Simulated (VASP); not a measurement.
# AlN (F-43m) in VASP: a series of runs

Runs on AlN. Level: PBEsol. Tasks: relaxation of cell and atoms.

Everything below comes from runs of VASP 6.6.1. Logs are shortened: lines on timing, memory, paths and dates and some standing lists are left out, and cuts for length are marked.

### 1 The cell of the first run

It takes space group F-43m (No. 216, cubic). The conventional cell has a = 4.368 Å, b = 4.368 Å, c = 4.368 Å, α = 90.00°, β = 90.00°, γ = 90.00°. Within 2.5 Å of Al (site symmetry -43m) lie 4 N at 1.89 Å. Within 2.5 Å of N (site symmetry -43m) lie 4 Al at 1.89 Å.

### 2 Relaxation of cell and atoms, PBEsol

File INCAR:

```
SYSTEM = AlN
  PREC = Accurate
  ENCUT = 600
  EDIFF = 1E-7
  ISMEAR = -1
  SIGMA = 0.05
  LREAL = .FALSE.
  LASPH = .TRUE.
  NELM = 100
  ALGO = Normal
  ISIF = 3
  LWAVE = .FALSE.
  LCHARG = .FALSE.
  GGA = PS
  IBRION = 2
  NSW = 60
  EDIFFG = -0.01
```

File KPOINTS:

```
regular mesh
0
G
  10 10 10
  0 0 0
```

File POSCAR:

```
AlN
1.0
    0.0000000000      2.1839935596      2.1839935596
    2.1839935596      0.0000000000      2.1839935596
    2.1839935596      2.1839935596      0.0000000000
Al N
1 1
Direct
    0.0000000000      0.0000000000      0.0000000000
    0.2500000000      0.2500000000      0.2500000000
```

Potentials or basis: VASP PAW PBE potentials, release 64 (Al, N).

Run with:

```console
$ cat potpaw_PBE.64/Al/POTCAR potpaw_PBE.64/N/POTCAR > POTCAR
$ mpirun -np 1 vasp_std > vasp.out
```

OUTCAR:

```text
SYSTEM = AlN
   PREC = Accurate
   ENCUT = 600
   EDIFF = 1E-7
   ISMEAR = -1
   LREAL = .FALSE.
   LASPH = .TRUE.
   NELM = 100
   ISIF = 3
   GGA = PS
   IBRION = 2
   NSW = 60
   EDIFFG = -0.01

 ion  position               nearest neighbor table
   1  0.000  0.000  0.000-   2 1.89   2 1.89   2 1.89   2 1.89
   2  0.250  0.250  0.250-   1 1.89   1 1.89   1 1.89   1 1.89

  LATTYP: Found a face centered cubic cell.
 ALAT       =     4.3679871192

  Lattice vectors:

 A1 = (   0.0000000000,   2.1839935596,   2.1839935596)
 A2 = (   2.1839935596,   0.0000000000,   2.1839935596)
 A3 = (   2.1839935596,   2.1839935596,   0.0000000000)

Analysis of symmetry for initial positions (statically):
=====================================================================
 Subroutine PRICEL returns:
 Original cell was already a primitive cell.

 Routine SETGRP: Setting up the symmetry group for a
 face centered cubic supercell.

 Subroutine GETGRP returns: Found 24 space group operations
 (whereof 24 operations were pure point group operations)
 out of a pool of 48 trial point group operations.

The static configuration has the point symmetry T_d .

Analysis of symmetry for dynamics (positions and initial velocities):
=====================================================================
 Subroutine PRICEL returns:
 Original cell was already a primitive cell.

 Routine SETGRP: Setting up the symmetry group for a
 face centered cubic supercell.

 Subroutine GETGRP returns: Found 24 space group operations
 (whereof 24 operations were pure point group operations)
 out of a pool of 48 trial point group operations.

The dynamic configuration has the point symmetry T_d .

 Subroutine INISYM returns: Found 24 space group operations
 (whereof 24 operations are pure point group operations),
 and found     1 'primitive' translations

----------------------------------------------------------------------------------------

                                     Primitive cell

  volume of cell :      20.8345

  direct lattice vectors                    reciprocal lattice vectors
     0.000000000  2.183993560  2.183993560    -0.228938404  0.228938404  0.228938404
     2.183993560  0.000000000  2.183993560     0.228938404 -0.228938404  0.228938404
     2.183993560  2.183993560  0.000000000     0.228938404  0.228938404 -0.228938404

  length of vectors
     3.088633312  3.088633312  3.088633312     0.396532948  0.396532948  0.396532948

  position of ions in fractional coordinates (direct lattice)
     0.000000000  0.000000000  0.000000000
     0.250000000  0.250000000  0.250000000

  ion indices of the primitive-cell ions
   primitive index   ion index
                 1           1
                 2           2

----------------------------------------------------------------------------------------

 KPOINTS: regular mesh

Automatic generation of k-mesh.
 Grid dimensions read from file:
 generate k-points for:   10   10   10

 Generating k-lattice:

  Cartesian coordinates                     Fractional coordinates (reciprocal lattice)
    -0.022893840  0.022893840  0.022893840     0.100000000  0.000000000  0.000000000
     0.022893840 -0.022893840  0.022893840     0.000000000  0.100000000  0.000000000
     0.022893840  0.022893840 -0.022893840     0.000000000  0.000000000  0.100000000

  Length of vectors
     0.039653295  0.039653295  0.039653295

  Shift w.r.t. Gamma in fractional coordinates (k-lattice)
     0.000000000  0.000000000  0.000000000

 Subroutine IBZKPT returns following result:
 ===========================================

 Found     47 irreducible k-points:

 Following reciprocal coordinates:
            Coordinates               Weight
  0.000000  0.000000  0.000000      1.000000
  0.100000  0.000000  0.000000      8.000000
  0.200000  0.000000  0.000000      8.000000
  0.300000  0.000000  0.000000      8.000000
  0.400000  0.000000  0.000000      8.000000
  0.500000  0.000000  0.000000      4.000000
[... 16 lines left out ...]
  0.300000  0.300000  0.000000      6.000000
  0.400000  0.300000  0.000000     24.000000
 [... further k-points ...]
   k-points           NKPTS =     47   k-points in BZ     NKDIM =     47   number of bands    NBANDS=      8
   number of dos      NEDOS =    301   number of ions     NIONS =      2
   total plane-waves  NPLWV =  21952
   dimension x,y,z NGX =    28 NGY =   28 NGZ =   28
   dimension x,y,z NGXF=    56 NGYF=   56 NGZF=   56
   ions per type =               1   1
   NGX,Y,Z   is equivalent  to a cutoff of  15.07, 15.07, 15.07 a.u.
   NGXF,Y,Z  is equivalent  to a cutoff of  30.14, 30.14, 30.14 a.u.
 SYSTEM =  AlN
   PREC   = accura    normal or accurate (medium, high low for compatibility)
   ISTART =      0    job   : 0-new  1-cont  2-samecut
   ICHARG =      2    charge: 1-file 2-atom 10-const
   ISPIN  =      1    spin polarized calculation?
   LNONCOLLINEAR =      F non collinear calculations
   LSORBIT =      F    spin-orbit coupling
   LASPH  =      T    aspherical Exc in radial PAW
   ENCUT  =  600.0 eV  44.10 Ry    6.64 a.u.   6.17  6.17  6.17*2*pi/ulx,y,z
   NELM   =    100;   NELMIN=  2; NELMDL= -5     # of ELM steps
   EDIFF  = 0.1E-06   stopping-criterion for ELM
   LREAL  =      F    real-space projection
   EDIFFG = -.1E-01   stopping-criterion for IOM
   NSW    =     60    number of steps for IOM
   IBRION =      2    ionic relax: 0-MD 1-quasi-New 2-CG
   NFREE  =      1    steps in history (QN), initial steepest desc. (CG)
   ISIF   =      3    stress and relaxation
   ISYM   =      2    0-nonsym 1-usesym 2-fastsym
   POTIM  = 0.5000    time-step for ionic-motion
   TEBEG  =    0.0;   TEEND  =   0.0 temperature during run
   PSTRESS=    0.0 pullay stress
   NELECT =       8.0000    total number of electrons
   NUPDOWN=      -1.0000    fix difference up-down
   EMIN   =  10.00;   EMAX   =-10.00  energy-range for DOS
   EFERMI =   0.00;   METHOD = LEGACY
   ISMEAR =    -1;   SIGMA  =   0.05  broadening in eV -4-tet -1-fermi 0-gaus
   EFERMI_NEDOS =   21; number of points for ismear=-14 and -15
   IALGO  =     38    algorithm
   IMIX   =      4    mixing-type and parameters
     AMIX     =   0.40;   BMIX     =  1.00
     AMIX_MAG =   1.60;   BMIX_MAG =  1.00
  volume/ion in A,a.u.               =      10.42        70.30
  Fermi-wavevector in a.u.,A,eV,Ry     =   1.189899  2.248583 19.263943  1.415860
  Thomas-Fermi vector in A             =   2.325996
   LORBIT       =      0    0 simple, 1 ext, 2 COOP (PROOUT), +10 PAW based schemes
   GGA     = PS    functional components
   LHFCALC =     F    Hartree Fock is set to
   AEXX    =    0.0000 exact exchange contribution
   IVDW    =     0    specifies the selected vdW correction
   LEPSILON=     F    determine dielectric tensor
   LRPA    =     F    only Hartree local field effects (RPA)
 conjugate gradient relaxation of ions
 non-spin polarized calculation
  energy-cutoff  :      600.00
  volume of cell :       20.83
 maximum number of plane-waves:       725
 NGX is ok and might be reduce to    28
   NGX = 13   NGY = 13   NGZ = 13

--------------------------------------- Ionic step        1  -------------------------------------------

 number of electron       7.9999999 magnetization

 Free energy of the ion-electron system (eV)
  ---------------------------------------------------
  ext. energy  EPLUGINS =         0.00000000
  ---------------------------------------------------
  free energy    TOTEN  =       -15.61236634 eV

  energy without entropy =      -15.61236634  energy(sigma->0) =      -15.61236634

------------------------ aborting loop because EDIFF is reached ----------------------------------------

  FORCE on cell =-STRESS in cart. coord.  units (eV):
  Direction    XX          YY          ZZ          XY          YZ          ZX
  --------------------------------------------------------------------------------------
  -------------------------------------------------------------------------------------
  Total        0.1571581      0.1571581      0.1571581     -0.0000000      0.0000000     -0.0000000
  in kB       12.0854645     12.0854645     12.0854645     -0.0000000      0.0000000     -0.0000000
  external PRESSURE =      12.0854645 kB  Pullay stress =       0.0000000 kB

 VOLUME and BASIS-vectors are now :
 -----------------------------------------------------------------------------
  energy-cutoff  :      600.00
  volume of cell :       20.83
      direct lattice vectors                 reciprocal lattice vectors
     0.000000000  2.183993560  2.183993560    -0.228938404  0.228938404  0.228938404
     2.183993560  0.000000000  2.183993560     0.228938404 -0.228938404  0.228938404
     2.183993560  2.183993560  0.000000000     0.228938404  0.228938404 -0.228938404
[... 37 lines left out ...]
 POSITION                                       TOTAL-FORCE (eV/Angst)
 -----------------------------------------------------------------------------------
      4.38455      4.38455      4.38455        -0.000000     -0.000000     -0.000000
      1.09614      1.09614      1.09614         0.000000      0.000000      0.000000
 -----------------------------------------------------------------------------------
    total drift:                                0.000000      0.000000      0.000000

  FREE ENERGIE OF THE ION-ELECTRON SYSTEM (eV)
  ---------------------------------------------------
  free  energy   TOTEN  =       -15.6124372854 eV

  energy  without entropy=      -15.6124372854  energy(sigma->0) =      -15.61243729

--------------------------------------- Ionic step        3  -------------------------------------------

 number of electron       7.9999999 magnetization

 Free energy of the ion-electron system (eV)
  ---------------------------------------------------
  ext. energy  EPLUGINS =         0.00000000
  ---------------------------------------------------
  free energy    TOTEN  =       -15.61282763 eV

  energy without entropy =      -15.61282763  energy(sigma->0) =      -15.61282763

 E-fermi :   6.9192     XC(G=0): -11.1035

 val. band max:        5.8221515210   @ k =   0.0000   0.0000   0.0000
 cond. band min:       9.0068140381   @ k =   0.5000   0.5000   0.0000
 fundamental gap:      3.1846625170
 Fermi energy:         6.9191872517

 k-point     1 :       0.0000    0.0000    0.0000
  band No.  band energies     occupation
      1      -9.1023      2.00000
      2       5.8222      2.00000
      3       5.8222      2.00000
      4       5.8222      2.00000
      5       9.9035      0.00000
      6      18.2336      0.00000
      7      18.2336      0.00000
      8      18.2336      0.00000

 k-point     2 :       0.1000    0.0000    0.0000
  band No.  band energies     occupation
      1      -8.9552      2.00000
      2       5.0020      2.00000
      3       5.7703      2.00000
      4       5.7703      2.00000
      5      10.5692      0.00000
      6      17.8431      0.00000
      7      18.3672      0.00000
      8      18.3672      0.00000
[... 221 lines left out ...]
 k-point    23 :       0.3000    0.3000    0.0000
  band No.  band energies     occupation
      1      -7.5484      2.00000
      2       2.2900      2.00000
      3       4.5757      2.00000
      4       4.5757      2.00000
      5      11.0252      0.00000
      6      15.3589      0.00000
      7      17.5551      0.00000
      8      20.1601      0.00000

 k-point    24 :       0.4000    0.3000    0.0000
  band No.  band energies     occupation
      1      -7.0807      2.00000
      2       1.6532      2.00000
      3       4.1087      2.00000
      4       4.4115      2.00000
      5      10.6090      0.00000
      6      15.1917      0.00000
      7      17.9257      0.00000
      8      20.2455      0.00000

 [... further k-points ...]

------------------------ aborting loop because EDIFF is reached ----------------------------------------

  FORCE on cell =-STRESS in cart. coord.  units (eV):
  Direction    XX          YY          ZZ          XY          YZ          ZX
  --------------------------------------------------------------------------------------
  -------------------------------------------------------------------------------------
  Total        0.0009110      0.0009110      0.0009110      0.0000000     -0.0000000      0.0000000
  in kB        0.0696451      0.0696451      0.0696451      0.0000000     -0.0000000      0.0000000
  external PRESSURE =       0.0696451 kB  Pullay stress =       0.0000000 kB

 VOLUME and BASIS-vectors are now :
 -----------------------------------------------------------------------------
  energy-cutoff  :      600.00
  volume of cell :       20.96
      direct lattice vectors                 reciprocal lattice vectors
    -0.000000000  2.188291214  2.188291214    -0.228488785  0.228488785  0.228488785
     2.188291214 -0.000000000  2.188291214     0.228488785 -0.228488785  0.228488785
     2.188291214  2.188291214 -0.000000000     0.228488785  0.228488785 -0.228488785

 POSITION                                       TOTAL-FORCE (eV/Angst)
 -----------------------------------------------------------------------------------
      0.00000      0.00000      0.00000         0.000000      0.000000      0.000000
      1.09415      1.09415      1.09415        -0.000000     -0.000000     -0.000000
 -----------------------------------------------------------------------------------
    total drift:                                0.000000      0.000000      0.000000

  FREE ENERGIE OF THE ION-ELECTRON SYSTEM (eV)
  ---------------------------------------------------
  free  energy   TOTEN  =       -15.6128276254 eV

  energy  without entropy=      -15.6128276254  energy(sigma->0) =      -15.61282763

 reached required accuracy - stopping structural energy minimisation
```

Run time: 22 s. Hardware: 1 thread of Intel Xeon Platinum 8488C (Sapphire Rapids), shared host; peak memory 0.15 GiB.

Results:

| Item | Value |
| --- | --- |
| Free energy | -15.6128 eV |
| Relaxed volume | 10.48 Å³/atom |
| Relaxed cell | a = 3.095 Å, b = 3.095 Å, c = 3.095 Å, α = 60.00°, β = 60.00°, γ = 60.00° |
| Space group after relaxing (to 0.05 Å) | F-43m (No. 216) |
| Energy gained by relaxing | 0.2 meV/atom |
| Ionic steps | 3 |
| Pressure after relaxing | 0.0 GPa |
| Band gap on the k mesh | 3.18 eV, indirect (least direct gap 4.08 eV) |

Step by step:
```
step  energy change (eV)  largest force (eV/Å)  pressure (GPa)  volume (Å³)
   1              0.0000                0.0000            1.21        20.83
   2             -0.0001                0.0000           -1.08        21.07
   3             -0.0005                0.0000            0.01        20.96
```

Final structure:
```
CELL_PARAMETERS angstrom
0.00000 2.18829 2.18829
2.18829 0.00000 2.18829
2.18829 2.18829 0.00000
ATOMIC_POSITIONS crystal
Al 0.00000 0.00000 0.00000
N 0.25000 0.25000 0.25000
```

Caveat: the PAW data sets were made with another functional, which shifts forces and pressure a little. As with any semilocal functional, this PBEsol gap is likely too small.

### 3 Relaxation of cell and atoms, PBEsol, target pressure 2 GPa, at which the enthalpy is minimised

File INCAR:

```
SYSTEM = AlN
ALGO     = Normal         ! electronic algorithm
EDIFF    = 1E-6           ! SCF threshold, eV
EDIFFG   = -0.01          ! ionic threshold
ENCUT    = 600            ! plane-wave cutoff, eV
GGA      = PS             ! functional
IBRION   = 2              ! ionic algorithm
ISIF     = 3              ! what is computed and relaxed
ISMEAR   = -1             ! smearing method
LASPH    = .True.         ! aspherical terms in the spheres
LCHARG   = .False.        ! write CHGCAR
LREAL    = .False.        ! projectors in reciprocal space
LWAVE    = .False.        ! write WAVECAR
NELM     = 60             ! most SCF steps
NSW      = 60             ! ionic steps
PREC     = Accurate       ! precision mode
PSTRESS  = 20.0         
SIGMA    = 0.05           ! smearing width, eV
```

File KPOINTS:

```
k-points
0
Gamma
  10 10 10
  0 0 0
```

POSCAR is that of step 2.

Potentials or basis: VASP PAW PBE potentials, release 64 (Al, N).

Run with:

```console
$ cat potpaw_PBE.64/Al/POTCAR potpaw_PBE.64/N/POTCAR > POTCAR
$ mpirun -np 1 vasp_std > vasp.out
```

OUTCAR:

```text
SYSTEM = AlN
   EDIFF = 1E-6
   EDIFFG = -0.01
   ENCUT = 600
   GGA = PS
   IBRION = 2
   ISIF = 3
   ISMEAR = -1
   LASPH = .True.
   LREAL = .False.
   NELM = 60
   NSW = 60
   PREC = Accurate
   PSTRESS = 20.0

 ion  position               nearest neighbor table
   1  0.000  0.000  0.000-   2 1.89   2 1.89   2 1.89   2 1.89
   2  0.250  0.250  0.250-   1 1.89   1 1.89   1 1.89   1 1.89

  LATTYP: Found a face centered cubic cell.
 ALAT       =     4.3679871192

  Lattice vectors:

 A1 = (   0.0000000000,   2.1839935596,   2.1839935596)
 A2 = (   2.1839935596,   0.0000000000,   2.1839935596)
 A3 = (   2.1839935596,   2.1839935596,   0.0000000000)

Analysis of symmetry for initial positions (statically):
[... 261 lines left out ...]

 val. band max:        5.9138815180   @ k =   0.0000   0.0000   0.0000
 cond. band min:       9.1030612371   @ k =   0.5000   0.5000   0.0000
 fundamental gap:      3.1891797190
 Fermi energy:         6.9346743889

 k-point     1 :       0.0000    0.0000    0.0000
  band No.  band energies     occupation
      1      -9.0673      2.00000
      2       5.9139      2.00000
      3       5.9139      2.00000
      4       5.9139      2.00000
      5      10.0808      0.00000
      6      18.4206      0.00000
      7      18.4206      0.00000
      8      18.4206      0.00000
[... 243 lines left out ...]
 k-point    24 :       0.4000    0.3000    0.0000
  band No.  band energies     occupation
      1      -7.0190      2.00000
      2       1.7250      2.00000
      3       4.1901      2.00000
      4       4.4952      2.00000
      5      10.7219      0.00000
      6      15.3470      0.00000
      7      18.1344      0.00000
      8      20.4434      0.00000

 [... further k-points ...]

------------------------ aborting loop because EDIFF is reached ----------------------------------------

  FORCE on cell =-STRESS in cart. coord.  units (eV):
  Direction    XX          YY          ZZ          XY          YZ          ZX
  --------------------------------------------------------------------------------------
  -------------------------------------------------------------------------------------
  Total        0.2597069      0.2597069      0.2597069     -0.0000000     -0.0000000     -0.0000000
  in kB       20.0480764     20.0480764     20.0480764     -0.0000000     -0.0000000     -0.0000000
  external PRESSURE =       0.0480764 kB  Pullay stress =      20.0000000 kB
[... 21 lines left out ...]
  energy  without entropy=      -15.6115706197  energy(sigma->0) =      -15.61157062

  enthalpy is  TOTEN    =       -15.3524865066 eV   P V=        0.2590841132

 reached required accuracy - stopping structural energy minimisation
```

CONTCAR:

```text
AlN
   1.00000000000000
     0.0000000000000000    2.1812082153618060    2.1812082153618060
     2.1812082153618060    0.0000000000000000    2.1812082153618060
     2.1812082153618060    2.1812082153618060    0.0000000000000000
  Al              N
     1     1
Direct
     0.0000000000000000    0.0000000000000000    0.0000000000000000
     0.2500000000000000    0.2500000000000000    0.2500000000000000

  0.00000000E+00  0.00000000E+00  0.00000000E+00
  0.00000000E+00  0.00000000E+00  0.00000000E+00
```

Wall time 16 s (1 thread of Intel Xeon Platinum 8488C (Sapphire Rapids), shared host); peak memory 0.15 GiB.

Results:

```yaml
Free_energy: -15.6116 eV
Relaxed_volume: 10.38 Å³/atom
Relaxed_cell: a = 3.085 Å, b = 3.085 Å, c = 3.085 Å, α = 60.00°, β = 60.00°, γ = 60.00°
Space_group_after_relaxing_to_0.05_Å: F-43m (No. 216)
Energy_change_on_relaxing_the_enthalpy_is_what_falls: +0.4 meV/atom
Ionic_steps: 3
Pressure_after_relaxing: 2.0 GPa
Band_gap_on_the_k_mesh: 3.19 eV, indirect (least direct gap 4.17 eV)
```

The path:
```tsv
step	energy change (eV)	largest force (eV/Å)	pressure (GPa)	volume (Å³)
1	0.0000	0.0000	1.21	20.83
2	0.0019	0.0000	2.78	20.68
3	0.0008	0.0000	2.00	20.75
```

Final structure:
```
Al N
1.0
     0.00000    2.18121    2.18121
     2.18121    0.00000    2.18121
     2.18121    2.18121    0.00000
Al N
1 1
Direct
  0.00000 0.00000 0.00000
  0.25000 0.25000 0.25000
```

Caveat: the cell is relaxed towards a set pressure, so the enthalpy falls and the energy may rise; the PAW data sets were made with another functional, which shifts forces and pressure a little. PBEsol gaps usually lie below the measured ones, often by a third to a half.

(Part 1 of 2 ends here.)
